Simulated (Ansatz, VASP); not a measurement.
# Cs: VASP beside Ansatz

```xyz
1
Lattice="-3.0022 3.0022 3.0022 3.0022 -3.0022 3.0022 3.0022 3.0022 -3.0022" Properties=species:S:1:pos:R:3 pbc="T T T"
Cs    0.0000    0.0000    0.0000
```

Alike in both runs: functional PBEsol; k mesh 10 × 10 × 10; occupations gaussian, width 0.1 eV; no spin polarisation.

Ansatz relaxed the structure, and its values are those at the end. VASP's run is a single point on that final structure, the one shown.

|  | VASP | Ansatz |
| --- | --- | --- |
| version | VASP 6.6.1 | Ansatz 0.2.0 |
| potentials or method | VASP PAW PBE potentials, release 64 (Cs_sv), cutoff 520 eV | scalar-relativistic, plane waves, PAW |
| valence electrons in the cell | 9 | 9 |

```csv
,VASP,Ansatz,Ansatz less VASP
gap on the k mesh at the Fermi level (eV),none,none,-
pressure (GPa),0.0,0.0,+0.01
```

VASP's potentials were made for PBE, not for PBEsol. A gap of «none» marks a metal or a gap that the smearing closes. With one functional, cell and mesh, what is left measures potentials, basis and numerics.

Spin-orbit coupling is off throughout.
